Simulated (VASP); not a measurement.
# PbSe (R-3m) in VASP: a series of runs

The runs below take PbSe through electric field gradients, with PBEsol.

Program: VASP 6.6.1. These are calculated values, not measurements. Logs are shortened: lines on timing, memory, paths and dates and some standing lists are left out, and cuts for length are marked.

## (1) The cell of the first run

It takes space group R-3m (No. 166, trigonal). Conventional cell: a = 4.309 Å, b = 4.309 Å, c = 10.714 Å, α = 90.00°, β = 90.00°, γ = 120.00°. Pb (site symmetry -3m) has 6 Se at 3.06 Å within 4.0 Å. Within 4.0 Å of Se (site symmetry -3m) lie 6 Pb at 3.06 Å.

## (2) Electric field gradients, PBEsol (equal xy, yz and zx shear strains of +1 %)

Contents of INCAR:

```
SYSTEM = PbSe
PREC = Accurate
ENCUT = 400
EDIFF = 1E-8
ISMEAR = -1
SIGMA = 0.01
LREAL = .False.
LASPH = .True.
NELM = 120
ALGO = Normal
ISIF = 2
LWAVE = .False.
LCHARG = .False.
GGA = PS
LEFG = .True.
NBANDS = 17
GGA_COMPAT = .False.
```

Contents of KPOINTS:

```
Automatic mesh
0
Gamma
  9 9 9
  0 0 0
```

Contents of POSCAR:

```
PbSe
1.0
    0.0306215000      3.0774607500      3.0774607500
    3.0774607500      0.0306215000      3.0774607500
    3.0774607500      3.0774607500      0.0306215000
Pb Se
1 1
Direct
    0.0000000000      0.0000000000      0.0000000000
    0.5000000000      0.5000000000      0.5000000000
```

Potentials or basis: VASP PAW PBE potentials, release 64 (Pb_d, Se).

On the command line:

```bash
$ cat potpaw_PBE.64/Pb_d/POTCAR potpaw_PBE.64/Se/POTCAR > POTCAR
$ mpirun -np 1 vasp_std > vasp.out
```

OUTCAR:

```text
SYSTEM = PbSe
   PREC = Accurate
   ENCUT = 400
   EDIFF = 1E-8
   ISMEAR = -1
   LREAL = .False.
   LASPH = .True.
   NELM = 120
   ISIF = 2
   GGA = PS

 ion  position               nearest neighbor table
   1  0.000  0.000  0.000-   2 3.06   2 3.06   2 3.06   2 3.06   2 3.06   2 3.06
   2  0.500  0.500  0.500-   1 3.06   1 3.06   1 3.06   1 3.06   1 3.06   1 3.06

  LATTYP: Found a trigonal (rhomboedric) cell.
 ALAT       =     4.3522944537
 COS(alpha) =     0.5099250056

  Lattice vectors:

 A1 = (   0.0306215000,   3.0774607500,   3.0774607500)
 A2 = (   3.0774607500,   0.0306215000,   3.0774607500)
 A3 = (   3.0774607500,   3.0774607500,   0.0306215000)

Analysis of symmetry for initial positions (statically):
=====================================================================
 Subroutine PRICEL returns:
 Original cell was already a primitive cell.

 Routine SETGRP: Setting up the symmetry group for a
 trigonal (rhombohedral) supercell.

 Subroutine GETGRP returns: Found 12 space group operations
 (whereof 12 operations were pure point group operations)
 out of a pool of 12 trial point group operations.

The static configuration has the point symmetry D_3d.

Analysis of symmetry for dynamics (positions and initial velocities):
=====================================================================
 Subroutine PRICEL returns:
 Original cell was already a primitive cell.

 Routine SETGRP: Setting up the symmetry group for a
 trigonal (rhombohedral) supercell.

 Subroutine GETGRP returns: Found 12 space group operations
 (whereof 12 operations were pure point group operations)
 out of a pool of 12 trial point group operations.

The dynamic configuration has the point symmetry D_3d.

 Subroutine INISYM returns: Found 12 space group operations
 (whereof 12 operations are pure point group operations),
 and found     1 'primitive' translations

----------------------------------------------------------------------------------------

                                     Primitive cell

  volume of cell :      57.4218

  direct lattice vectors                    reciprocal lattice vectors
     0.030621500  3.077460750  3.077460750    -0.164916888  0.163292091  0.163292091
[... 122 lines left out ...]

 number of electron      20.0000008 magnetization

 Free energy of the ion-electron system (eV)
  ---------------------------------------------------
  ext. energy  EPLUGINS =         0.00000000
  ---------------------------------------------------
  free energy    TOTEN  =        -8.91531359 eV

  energy without entropy =       -8.91531359  energy(sigma->0) =       -8.91531359

 E-fermi :   4.9744     XC(G=0):  -9.7133

 val. band max:        4.7488590348   @ k =   0.4444   0.4444   0.4444
 cond. band min:       5.3143320902   @ k =   0.4444  -0.0000  -0.0000
 fundamental gap:      0.5654730553
 Fermi energy:         4.9743944433

 k-point     1 :       0.0000    0.0000    0.0000
  band No.  band energies     occupation
      1     -11.8530      2.00000
      2     -11.8530      2.00000
      3     -11.8500      2.00000
      4     -11.8472      2.00000
      5     -11.8472      2.00000
      6      -8.7015      2.00000
[... 457 lines left out ...]
      4     -11.8075      2.00000
      5     -11.8055      2.00000
      6      -7.3118      2.00000
[... 9 lines left out ...]
     16      16.2854      0.00000
     17      17.3551      0.00000

 [... further k-points ...]

------------------------ aborting loop because EDIFF is reached ----------------------------------------

  FORCE on cell =-STRESS in cart. coord.  units (eV):
  Direction    XX          YY          ZZ          XY          YZ          ZX
  --------------------------------------------------------------------------------------
  -------------------------------------------------------------------------------------
  Total       -0.2134981     -0.2134981     -0.2134981     -0.0645422     -0.0645422     -0.0645422
  in kB       -5.9570011     -5.9570011     -5.9570011     -1.8008508     -1.8008508     -1.8008508
  external PRESSURE =      -5.9570011 kB  Pullay stress =       0.0000000 kB

 VOLUME and BASIS-vectors are now :
 -----------------------------------------------------------------------------
  energy-cutoff  :      400.00
  volume of cell :       57.42
      direct lattice vectors                 reciprocal lattice vectors
     0.030621500  3.077460750  3.077460750    -0.164916888  0.163292091  0.163292091
     3.077460750  0.030621500  3.077460750     0.163292091 -0.164916888  0.163292091
     3.077460750  3.077460750  0.030621500     0.163292091  0.163292091 -0.164916888

 POSITION                                       TOTAL-FORCE (eV/Angst)
 -----------------------------------------------------------------------------------
      0.00000      0.00000      0.00000        -0.000000      0.000000     -0.000000
      3.09277      3.09277      3.09277         0.000000     -0.000000      0.000000
 -----------------------------------------------------------------------------------
    total drift:                               -0.000000      0.000000      0.000000

  FREE ENERGIE OF THE ION-ELECTRON SYSTEM (eV)
  ---------------------------------------------------
  free  energy   TOTEN  =        -8.9153135900 eV

  energy  without entropy=       -8.9153135900  energy(sigma->0) =       -8.91531359

 Electric field gradients (V/A^2)
---------------------------------------------------------------------
 ion       V_xx      V_yy      V_zz      V_xy      V_xz      V_yz
---------------------------------------------------------------------
   1      -0.000    -0.000    -0.000    -0.972    -0.972    -0.972
   2       0.000    -0.000    -0.000     3.400     3.400     3.400
---------------------------------------------------------------------

 Electric field gradients after diagonalization (V/A^2)
 (convention: |V_zz| > |V_xx| > |V_yy|)
----------------------------------------------------------------------
 ion       V_xx      V_yy      V_zz     asymmetry (V_yy - V_xx)/ V_zz
----------------------------------------------------------------------
   1       0.972     0.972    -1.944       0.000
   2      -3.400    -3.400     6.799       0.000
----------------------------------------------------------------------

           NMR quadrupolar parameters

 Cq : quadrupolar parameter    Cq=e*Q*V_zz/h
 eta: asymmetry parameters     (V_yy - V_xx)/ V_zz
 Q  : nuclear electric quadrupole moment in mb (millibarn)
----------------------------------------------------------------------
 ion       Cq(MHz)       eta       Q (mb)
----------------------------------------------------------------------
   1      -0.005       0.000       1.000
   2       0.016       0.000       1.000
----------------------------------------------------------------------
```

stdout:

```text
POSCAR found type information on POSCAR PbSe
 POSCAR found :  2 types and       2 ions
 scaLAPACK will be used
 -----------------------------------------------------------------------------
|                                                                             |
|                                                                             |
|     You enforced a specific xc type in the INCAR file but a different       |
|     I HOPE YOU KNOW WHAT YOU ARE DOING!                                     |
|                                                                             |
 -----------------------------------------------------------------------------

 LDA part: xc-table for (Slater+PW92), standard interpolation
 POSCAR, INCAR and KPOINTS ok, starting setup
 FFT: planning ... GRIDC
 FFT: planning ... GRID_SOFT
 FFT: planning ... GRID
 WAVECAR not read
 entering main loop
ion   1

ion   2
```

Wall time 95 s (1 thread of Intel Xeon 8259CL, shared host); peak memory 0.19 GiB.

What came out:

```
Free energy                             : -8.9153 eV
Pressure                                : -0.6 GPa
Band gap on the k mesh                  : 0.57 eV (least direct gap 0.64 eV)
Largest electric field gradient by atom : Pb -1.9; Se +6.8 V/Å²
```

Stress tensor (GPa, compression positive):
```
-0.60 -0.18 -0.18
-0.18 -0.60 -0.18
-0.18 -0.18 -0.60
```

Electric field gradients, principal values (V/Å²):
| atom | least | middle | greatest (by size) |
| --- | --- | --- | --- |
| 1 Pb | 0.972 | 0.972 | -1.944 |
| 2 Se | -3.400 | -3.400 | 6.799 |

Caveat: the cell differs from its parent crystal (equal xy, yz and zx shear strains of +1 %); without QUAD_EFG the Cq values of the log hold for a quadrupole moment of 1 mb, not for the nuclei; the PAW data sets were made with another functional, which shifts forces and pressure a little; spin-orbit coupling is left out, which moves the levels of the heavy elements; an odd mesh through Γ misses points on the zone boundary, where band edges can lie.

## (3) Electric field gradients, PBEsol (equal xy, yz and zx shear strains of +3 %)

Contents of INCAR:

```
PREC = Accurate ; ENCUT = 400
EDIFF = 1E-8 ; ISMEAR = -1
SIGMA = 0.01 ; LREAL = False
LASPH = True ; NELM = 120
ALGO = Normal ; ISIF = 2
LWAVE = False ; LCHARG = False
GGA = PS ; LEFG = True
NBANDS = 17 ; GGA_COMPAT = False
```

Contents of KPOINTS:

```
regular mesh
0
Gamma
  9 9 9
```

Contents of POSCAR:

```
PbSe
1.0
    0.0918645000      3.1080822500      3.1080822500
    3.1080822500      0.0918645000      3.1080822500
    3.1080822500      3.1080822500      0.0918645000
Pb Se
1 1
Direct
    0.0000000000      0.0000000000      0.0000000000
    0.5000000000      0.5000000000      0.5000000000
```

Potentials or basis: VASP PAW PBE potentials, release 64 (Pb_d, Se).

On the command line:

```bash
$ cat potpaw_PBE.64/Pb_d/POTCAR potpaw_PBE.64/Se/POTCAR > POTCAR
$ mpirun -np 1 vasp_std > vasp.out
```

OUTCAR:

```text
PREC = Accurate
   ENCUT = 400
   EDIFF = 1E-8
   ISMEAR = -1
   LREAL = False
   LASPH = True
   NELM = 120
   ISIF = 2
   GGA = PS

 ion  position               nearest neighbor table
   1  0.000  0.000  0.000-   2 3.06   2 3.06   2 3.06   2 3.06   2 3.06   2 3.06
   2  0.500  0.500  0.500-   1 3.06   1 3.06   1 3.06   1 3.06   1 3.06   1 3.06

  LATTYP: Found a trigonal (rhomboedric) cell.
 ALAT       =     4.3964519367
 COS(alpha) =     0.5293254421

  Lattice vectors:

 A1 = (   0.0918645000,   3.1080822500,   3.1080822500)
 A2 = (   3.1080822500,   0.0918645000,   3.1080822500)
[... 693 lines left out ...]
  free  energy   TOTEN  =        -8.9076173632 eV

  energy  without entropy=       -8.9076173632  energy(sigma->0) =       -8.90761736

 Electric field gradients (V/A^2)
---------------------------------------------------------------------
 ion       V_xx      V_yy      V_zz      V_xy      V_xz      V_yz
---------------------------------------------------------------------
   1      -0.000     0.000    -0.000    -2.694    -2.694    -2.694
   2      -0.000    -0.000    -0.000    10.210    10.210    10.210
---------------------------------------------------------------------

 Electric field gradients after diagonalization (V/A^2)
 (convention: |V_zz| > |V_xx| > |V_yy|)
----------------------------------------------------------------------
 ion       V_xx      V_yy      V_zz     asymmetry (V_yy - V_xx)/ V_zz
----------------------------------------------------------------------
   1       2.694     2.694    -5.388       0.000
   2     -10.210   -10.210    20.421       0.000
----------------------------------------------------------------------

           NMR quadrupolar parameters

 Cq : quadrupolar parameter    Cq=e*Q*V_zz/h
 eta: asymmetry parameters     (V_yy - V_xx)/ V_zz
 Q  : nuclear electric quadrupole moment in mb (millibarn)
----------------------------------------------------------------------
 ion       Cq(MHz)       eta       Q (mb)
----------------------------------------------------------------------
   1      -0.013       0.000       1.000
   2       0.049       0.000       1.000
----------------------------------------------------------------------
```

OSZICAR:

```text
N       E                     dE             d eps       ncg     rms          rms(c)
DAV:   1     0.142326105202E+03    0.14233E+03   -0.82227E+03  2898   0.993E+02
DAV:   2     0.560756863511E+00   -0.14177E+03   -0.13714E+03  3150   0.276E+02
DAV:   3    -0.897247419136E+01   -0.95332E+01   -0.94598E+01  3617   0.799E+01
DAV:   4    -0.917014706415E+01   -0.19767E+00   -0.19757E+00  3728   0.132E+01
DAV:   5    -0.917667687454E+01   -0.65298E-02   -0.65295E-02  4031   0.221E+00    0.266E+00
DAV:   6    -0.891463680366E+01    0.26204E+00   -0.64752E-01  4480   0.582E+00    0.151E+00
DAV:   7    -0.890733306581E+01    0.73037E-02   -0.10086E-01  3550   0.158E+00    0.802E-01
DAV:   8    -0.890794554084E+01   -0.61248E-03   -0.10232E-02  3561   0.108E+00    0.133E-01
DAV:   9    -0.890759683376E+01    0.34871E-03   -0.23272E-03  4498   0.439E-01    0.454E-02
DAV:  10    -0.890761776368E+01   -0.20930E-04   -0.15495E-04  3364   0.717E-02    0.162E-02
DAV:  11    -0.890761743752E+01    0.32616E-06   -0.27649E-05  3990   0.513E-02    0.536E-03
DAV:  12    -0.890761735929E+01    0.78225E-07   -0.15812E-06  3929   0.134E-02    0.106E-03
DAV:  13    -0.890761736318E+01   -0.38872E-08   -0.58957E-08  3890   0.299E-03
   1 F= -.89076174E+01 E0= -.89076174E+01  d E =-.186392E-10
```

stdout:

```text
POSCAR found type information on POSCAR PbSe
 POSCAR found :  2 types and       2 ions
 scaLAPACK will be used
 -----------------------------------------------------------------------------
|                                                                             |
|                                                                             |
|     You enforced a specific xc type in the INCAR file but a different       |
|     I HOPE YOU KNOW WHAT YOU ARE DOING!                                     |
|                                                                             |
 -----------------------------------------------------------------------------

 LDA part: xc-table for (Slater+PW92), standard interpolation
 POSCAR, INCAR and KPOINTS ok, starting setup
 FFT: planning ... GRIDC
 FFT: planning ... GRID_SOFT
 FFT: planning ... GRID
 WAVECAR not read
 entering main loop
ion   1

ion   2
```

Run time: 2 min. Hardware: 1 thread of Intel Xeon 8259CL, shared host; peak memory 0.21 GiB.

Results:

```yaml
Free_energy: -8.9076 eV
Pressure: -0.6 GPa
Band_gap_on_the_k_mesh: 0.38 eV (least direct gap 0.62 eV)
Largest_electric_field_gradient_by_atom: Pb -5.4; Se +20.4 V/Å²
```

Stress tensor (GPa, compression positive):
```
-0.60 -0.56 -0.56
-0.56 -0.60 -0.56
-0.56 -0.56 -0.60
```

Electric field gradients, principal values (V/Å²):
```
atom    least   middle  greatest (by size)
1 Pb    2.694    2.694              -5.388
2 Se  -10.210  -10.210              20.421
```

Caveat: the cell differs from its parent crystal (equal xy, yz and zx shear strains of +3 %); without QUAD_EFG the Cq values of the log hold for a quadrupole moment of 1 mb, not for the nuclei; the PAW data sets were made with another functional, which shifts forces and pressure a little; spin-orbit coupling is left out, which moves the levels of the heavy elements; an odd mesh through Γ misses points on the zone boundary, where band edges can lie.

[end of part 1 of 2]
